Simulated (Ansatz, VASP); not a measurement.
## SrO: VASP beside Ansatz

```
Sr O
1.0
     0.00000    2.56980    2.59550
     2.56980    0.00000    2.59550
     2.56980    2.56980    0.00000
Sr O
1 1
Direct
  0.00000 0.00000 0.00000
  0.50000 0.50000 0.50000
```

Change from the starting cell: zz strain of +1 %.

Alike in both runs: task single point; functional LDA; k mesh 8 × 8 × 8; occupations fermi-dirac, width 0.02 eV; no spin polarisation.

|  | VASP | Ansatz |
| --- | --- | --- |
| version | VASP 6.6.1 | Ansatz 0.2.0 |
| potentials or method | VASP PAW LDA potentials, release 64 (Sr_sv, O), cutoff 520 eV | all-electron LAPW, scalar-relativistic |

```tsv
	VASP	Ansatz	Ansatz less VASP
gap on the k mesh at the Fermi level (eV)	3.08	3.14	+0.057
pressure (GPa)	-4.3	-5.0	-0.65
traceless stress, the component that is largest in VASP (GPa)	-0.79	-0.74	+0.050
```

LDA's correlation is that of Perdew and Zunger in VASP and of Perdew and Wang (1992) in Ansatz. Ansatz ran all-electron here, and VASP with PAW potentials.
